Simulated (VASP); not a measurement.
TiCo3: single point with r2SCAN

TiCo3:

```
CELL_PARAMETERS angstrom
3.55096 0.00000 0.00000
0.00000 3.55096 0.00000
0.00000 0.00000 3.55096
ATOMIC_POSITIONS crystal
Ti 0.00000 0.00000 0.00000
Co 0.00000 0.50000 0.50000
Co 0.50000 0.00000 0.50000
Co 0.50000 0.50000 0.00000
```

```json
{"Program": "VASP 6.6.1", "Task": "single point", "Functional": "r2SCAN", "Potentials or basis": "VASP PAW PBE potentials, release 64 (Ti_sv, Co)", "Cutoff": "520 eV", "k mesh": "12 × 12 × 12", "Occupations": "gaussian, width 0.1 eV", "Spin": "collinear spin, ferrimagnetic start", "Starting moments": "[-0.7, 1.46, 1.46, 1.46] μB", "Dipole correction": "no", "Further INCAR settings": "ALGO = Normal; EDIFF = 1e-06; NBANDS = 32"}
```

* Pressure: -1.6 GPa
* Net moment: 0.00 μB per cell
* Valence electrons inside the program's atomic spheres: Ti 10.39; Co 8.45

Levels at points of the mesh, in eV from the Fermi level:
Spin up:
```
           k point  band 18  band 19  band 20  band 21  band 22  band 23
(0.00, 0.00, 0.00)     0.89     0.89     0.89     2.76     2.76     3.51
(0.50, 0.00, 0.00)    -0.59    -0.50     0.05     0.89     1.37     1.37
(0.50, 0.50, 0.00)    -0.89    -0.84    -0.53    -0.20     1.91     1.91
(0.50, 0.50, 0.50)     0.64     0.64     0.64     0.78     0.78     0.78
```
Spin down:
```tsv
k point	band 16	band 17	band 18	band 19	band 20	band 21	band 22	band 23	band 24	band 25
(0.00, 0.00, 0.00)	-0.14	0.56	0.89	0.89	0.89	2.76	2.76	3.51	3.51	3.51
(0.50, 0.00, 0.00)	-0.81	-0.59	-0.59	-0.50	0.05	0.89	1.37	1.37	2.15	2.74
(0.50, 0.50, 0.00)	-1.33	-0.89	-0.89	-0.84	-0.53	-0.20	1.91	1.91	2.37	2.37
(0.50, 0.50, 0.50)	-1.07	-0.02	0.64	0.64	0.64	0.78	0.78	0.78	2.39	2.39
```

It took 11 min on 1 thread of Intel(R) Xeon(R) 6975P-C (Granite Rapids), with other jobs on the host, peak memory 0.31 GiB.

Caveat: the PAW data sets were made with another functional, which shifts forces and pressure a little.
